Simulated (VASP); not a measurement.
Set up this calculation in VASP 6.6.1, as the native input.

```
Task                   : single point
Functional             : PBE
Potentials or basis    : VASP PAW PBE potentials, release 64 (La, Fe, Si, O)
Cutoff                 : 520 eV
k mesh                 : 8 × 8 × 4
Occupations            : gaussian, width 0.05 eV
Spin                   : no spin polarisation
Dipole correction      : no
Further INCAR settings : ALGO = Normal; EDIFF = 1e-06; NBANDS = 39
```

The structure of LaFeSiO lies in POSCAR:

```
LaFeSiO
1.0
    4.1014523582      0.0000000000      0.0000000000
    0.0000000000      4.1014523582      0.0000000000
    0.0000000000      0.0000000000      8.0415376442
La Fe Si O
2 2 2 2
Direct
    0.5000000000      0.0000000000      0.1508114442
    0.0000000000      0.5000000000      0.8491885558
    0.0000000000      0.0000000000      0.5000000000
    0.5000000000      0.5000000000      0.5000000000
    0.5000000000      0.0000000000      0.6089462972
    0.0000000000      0.5000000000      0.3910537028
    0.0000000000      0.0000000000      0.0000000000
    0.5000000000      0.5000000000      0.0000000000
```

These files were run (other wordings do the same):

INCAR

```
ALGO = Normal
EDIFF = 1E-6
ENCUT = 520
GGA = PE
ISIF = 2
ISMEAR = 0
LASPH = True
LCHARG = False
LREAL = False
LWAVE = False
NBANDS = 39
NELM = 60
PREC = Accurate
SIGMA = 0.05
```

KPOINTS

```
k-points
0
Gamma
  8 8 4
```

Potentials or basis: VASP PAW PBE potentials, release 64 (La, Fe, Si, O).

Launch:

```sh
$ cat potpaw_PBE.64/La/POTCAR potpaw_PBE.64/Fe/POTCAR potpaw_PBE.64/Si/POTCAR potpaw_PBE.64/O/POTCAR > POTCAR
$ mpirun -np 1 vasp_std > vasp.out
```

Results of the run:

| Property | Result |
| --- | --- |
| Pressure | 1.8 GPa |
| Largest force | 0.011 eV/Å |
| Band gap on the k mesh | zero (bands 29 and 30 overlap by 0.32 eV) |

Caveat: spin-orbit coupling is left out, which moves the levels of the heavy elements; the run has no spin polarisation, though such a crystal can be magnetic.

Run time: 12 min on 1 thread of Intel Xeon 8259CL, on a shared host, peak memory 0.42 GiB.
